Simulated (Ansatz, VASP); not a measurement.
**Co in VASP and in Ansatz**

```
Co
1.0
    -1.36653    1.36653    1.36653
     1.36653   -1.36653    1.36653
     1.36653    1.36653   -1.36653
Co
1
Direct
  0.00000 0.00000 0.00000
```

Alike in both runs: functional LDA; k mesh 16 × 16 × 16; occupations fermi-dirac, width 0.05 eV; collinear spin.

Ansatz relaxed the structure, and its values are those at the end. VASP's run is a single point on that final structure, the one shown.

|  | VASP | Ansatz |
| --- | --- | --- |
| version | VASP 6.6.1 | Ansatz 0.2.0 |
| potentials or method | VASP PAW LDA potentials, release 64 (Co_sv), cutoff 690 eV | plane waves (420 eV) with PAW, scalar-relativistic |
| valence electrons in the cell | 17 | 17 |

Ansatz gave:

| Quantity | Value |
| --- | --- |
| pressure (GPa) | 0.0 |
| net moment per atom (μB) | 1.65 |
| size of the moment on the site where the two differ most (μB) | 1.69 |

Question: What did VASP give for the same quantities?

Answer: Pressure (GPa): -1.4; net moment per atom (μB): 1.62; size of the moment on the site where the two differ most (μB): 1.64.

Ansatz warns that its potentials were made for another functional, while VASP's fit it. LDA's correlation is that of Perdew and Zunger in VASP and of Perdew and Wang (1992) in Ansatz. Site moments also hang on the region over which each program counts them.
